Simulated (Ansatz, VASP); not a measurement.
**One calculation of Sc2AlAs3, two programs**

```
CELL_PARAMETERS angstrom
4.98317 0.00000 0.00000
0.00000 4.98317 0.00000
0.00000 0.00000 7.90763
ATOMIC_POSITIONS crystal
Sc 0.50000 0.50000 0.18782
Sc 0.50000 0.50000 0.81218
Al 0.00000 0.00000 0.00000
As 0.50000 0.00000 0.00000
As 0.00000 0.50000 0.00000
As 0.50000 0.50000 0.50000
```

Alike in both runs: functional PBE; k mesh 8 × 8 × 6; occupations gaussian, width 0.1 eV; no spin polarisation.

Ansatz relaxed the structure, and its values are those at the end. VASP's run is a single point on that final structure, the one shown.

|  | VASP | Ansatz |
| --- | --- | --- |
| version | VASP 6.6.1 | Ansatz 0.2.0 |
| potentials or method | VASP PAW PBE potentials, release 64 (Sc_sv, Al, As), cutoff 520 eV | scalar-relativistic, plane waves, PAW |
| valence electrons in the cell | 40 | 70 |

```tsv
	VASP	Ansatz	Ansatz less VASP
gap on the k mesh at the Fermi level (eV)	none	none	-
pressure (GPa)	0.1	0.0	-0.14
rms of the force components (eV/Å)	0.004	0.001	-0.0027
```

A gap of «none» marks a metal or a gap that the smearing closes. With one functional, cell and mesh, what is left measures potentials, basis and numerics. VASP's potentials hold 40 valence electrons a cell and Ansatz's 70, so a difference there can come from the potentials and not from the codes.
